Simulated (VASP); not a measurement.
A run of VASP 6.6.1 is set up as follows.

Contents of INCAR:

```
SYSTEM = Ta
ALGO = Normal
EDIFF = 1E-6
ENCUT = 520
GGA = PS
ISIF = 2
ISMEAR = 1
LASPH = .True.
LCHARG = .False.
LREAL = .False.
LWAVE = .False.
NBANDS = 18
NELM = 60
PREC = Accurate
SIGMA = 0.1
```

File KPOINTS:

```
k-points
0
Gamma
  11 11 6
  0 0 0
```

The input POSCAR:

```
Ta
1.0
    2.9385371401      0.0000000000      0.0000000000
   -1.4692736358      2.5448537905      0.0000000000
    0.0000000000      0.0000000000      5.2342550332
Ta
2
Direct
    0.6666666667      0.3333333333      0.7500000000
    0.3333333333      0.6666666667      0.2500000000
```

Potentials or basis: VASP PAW PBE potentials, release 64 (Ta_pv).

Run with:

```bash
$ cat potpaw_PBE.64/Ta_pv/POTCAR > POTCAR
$ mpirun -np 1 vasp_std > vasp.out
```

(1) Estimate the pressure.

(2) What does it give for the band gap on the k mesh?

Results:

(1) -13.6 GPa.

(2) zero (band 11 reaches 6.34 eV, above the bottom of band 12 at 4.39 eV).

Caveat: the PAW data sets were made with another functional, which shifts forces and pressure a little; spin-orbit coupling is left out, which moves the levels of the heavy elements.
